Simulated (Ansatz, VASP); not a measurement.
One calculation of B, two programs

File INCAR:

```
ALGO     = Normal         # electronic algorithm
EDIFF    = 1E-7           # SCF threshold, eV
EDIFFG   = -0.005         # ionic threshold
ENCUT    = 600            # plane-wave cutoff, eV
GGA      = PS             # functional
IBRION   = 2              # ionic algorithm
ISIF     = 3              # what is computed and relaxed
ISMEAR   = 0              # smearing method
LASPH    = T              # aspherical terms in the spheres
LCHARG   = F              # write CHGCAR
LREAL    = F              # projectors in reciprocal space
LWAVE    = F              # write WAVECAR
NELM     = 100            # most SCF steps
NSW      = 70             # ionic steps
PREC     = Accurate       # precision mode
SIGMA    = 0.02           # smearing width, eV
```

KPOINTS

```
k-points
0
Gamma
  9 9 9
```

POSCAR

```
B
1.0
    2.4494680329      1.4142010281      4.1820433464
   -2.4494680329      1.4142010281      4.1820433464
    0.0000000000     -2.8284020563      4.1820433464
B
12
Direct
    0.0102686551      0.6540774957      0.0102686551
    0.0102686551      0.0102686551      0.6540774957
    0.6540774957      0.0102686551      0.0102686551
    0.9897313449      0.3459225043      0.9897313449
    0.3459225043      0.9897313449      0.9897313449
    0.9897313449      0.9897313449      0.3459225043
    0.2210253654      0.6306274460      0.2210253654
    0.2210253654      0.2210253654      0.6306274460
    0.6306274460      0.2210253654      0.2210253654
    0.7789746346      0.3693725540      0.7789746346
    0.3693725540      0.7789746346      0.7789746346
    0.7789746346      0.7789746346      0.3693725540
```

Input for Ansatz:

```yaml
crystal:
  lattice:
    - [2.4494680329, 1.4142010281, 4.1820433464]
    - [-2.4494680329, 1.4142010281, 4.1820433464]
    - [0.0, -2.8284020563, 4.1820433464]
  atoms:
    - { symbol: B, position: [0.0102686551, 0.6540774957, 0.0102686551] }
    - { symbol: B, position: [0.0102686551, 0.0102686551, 0.6540774957] }
    - { symbol: B, position: [0.6540774957, 0.0102686551, 0.0102686551] }
    - { symbol: B, position: [0.9897313449, 0.3459225043, 0.9897313449] }
    - { symbol: B, position: [0.3459225043, 0.9897313449, 0.9897313449] }
    - { symbol: B, position: [0.9897313449, 0.9897313449, 0.3459225043] }
    - { symbol: B, position: [0.2210253654, 0.630627446, 0.2210253654] }
    - { symbol: B, position: [0.2210253654, 0.2210253654, 0.630627446] }
    - { symbol: B, position: [0.630627446, 0.2210253654, 0.2210253654] }
    - { symbol: B, position: [0.7789746346, 0.369372554, 0.7789746346] }
    - { symbol: B, position: [0.369372554, 0.7789746346, 0.7789746346] }
    - { symbol: B, position: [0.7789746346, 0.7789746346, 0.369372554] }
basis:
  ecutwfc: 420
kpoints:
  mp_grid: { grid: [9, 9, 9] }
hamiltonian:
  xc: pbesol
scf:
  occupations: { method: gaussian, width: 0.02 }
output:
  forces: true
  stress: true
  eigenvalues: true
relax:
  adjacent_minimum: "off"
  f_tol: 0.005
  max_steps: 50
  cell: { stress_tol: 0.05 }
```

Alike in both runs: task relaxation of cell and atoms; functional PBEsol; k mesh 9 × 9 × 9; occupations gaussian, width 0.02 eV; no spin polarisation.

```csv
,VASP,Ansatz
version,VASP 6.6.1,Ansatz 0.2.0
potentials or method,"VASP PAW PBE potentials, release 64 (B), cutoff 600 eV","scalar-relativistic, plane waves, PAW"
valence electrons in the cell,36,36
```

VASP gave:

```
gap on the k mesh at the Fermi level, each at its own relaxed structure (eV)  : 1.34
relaxed volume (Å³/atom)                                                      : 7.16
relaxed length of the cell vector where the two differ most in proportion (Å) : 5.031
```

Task: What did Ansatz give for the same quantities?

Result: gap on the k mesh at the Fermi level, each at its own relaxed structure (eV): 1.35; relaxed volume (Å³/atom): 7.15; relaxed length of the cell vector where the two differ most in proportion (Å): 5.029.

VASP's potentials were made for PBE, not for PBEsol.
